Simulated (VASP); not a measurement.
Wanted: the native input for a VASP 6.6.1 run.

| Property | Result |
| --- | --- |
| Task | single point |
| Functional | PBE |
| Potentials or basis | VASP PAW PBE potentials, release 64 (Hg, Te) |
| Cutoff | 500 eV |
| k mesh | 4 × 4 × 4 |
| Occupations | tetrahedron |
| Spin | no spin polarisation |
| Dipole correction | no |
| Further INCAR settings | ALGO = Normal; EDIFF = 1e-06; NBANDS = 16 |

The structure of HgTe lies in POSCAR:

```
HgTe
1.0
    0.0000000000      3.0771170000      3.0771170000
    3.0771170000      0.0000000000      3.0771170000
    3.0771170000      3.0771170000      0.0000000000
Hg Te
1 1
Direct
    0.0000000000      0.0000000000      0.0000000000
    0.5000000000      0.5000000000      0.5000000000
```

The input as run:

INCAR

```
SYSTEM = HgTe
PREC     = Accurate       ! precision mode
ENCUT    = 500            ! plane-wave cutoff, eV
EDIFF    = 1E-6           ! SCF threshold, eV
ISMEAR   = -5             ! smearing method
SIGMA    = 0.1            ! smearing width, eV
LREAL    = .False.        ! projectors in reciprocal space
LASPH    = .True.         ! aspherical terms in the spheres
NELM     = 120            ! most SCF steps
ALGO     = Normal         ! electronic algorithm
ISIF     = 2              ! what is computed and relaxed
LWAVE    = .False.        ! write WAVECAR
LCHARG   = .True.         ! write CHGCAR
GGA      = PE             ! functional
LELF     = .True.         ! ELF
LVHAR    = .True.       
NBANDS   = 16             ! bands
GGA_COMPAT= .False.
```

KPOINTS

```
Automatic mesh
0
Gamma
  4 4 4
  0 0 0
```

Potentials or basis: VASP PAW PBE potentials, release 64 (Hg, Te).

The run is started by

```sh
$ cat potpaw_PBE.64/Hg/POTCAR potpaw_PBE.64/Te/POTCAR > POTCAR
$ mpirun -np 1 vasp_std > vasp.out
```

It gave:

- Pressure: 0.5 GPa
- Band gap on the k mesh: zero (bands 9 and 10 overlap by 2.42 eV)

Caveat: the k points lie up to 0.44 Å⁻¹ apart, too coarse for converged energies and pressures of a metal; spin-orbit coupling is left out, which moves the levels of the heavy elements; tetrahedron occupations give inexact forces and stress in metals.

Run time: 6.1 s on 1 thread of Intel(R) Xeon(R) 6975P-C (Granite Rapids), on a shared host, peak memory 0.17 GiB.
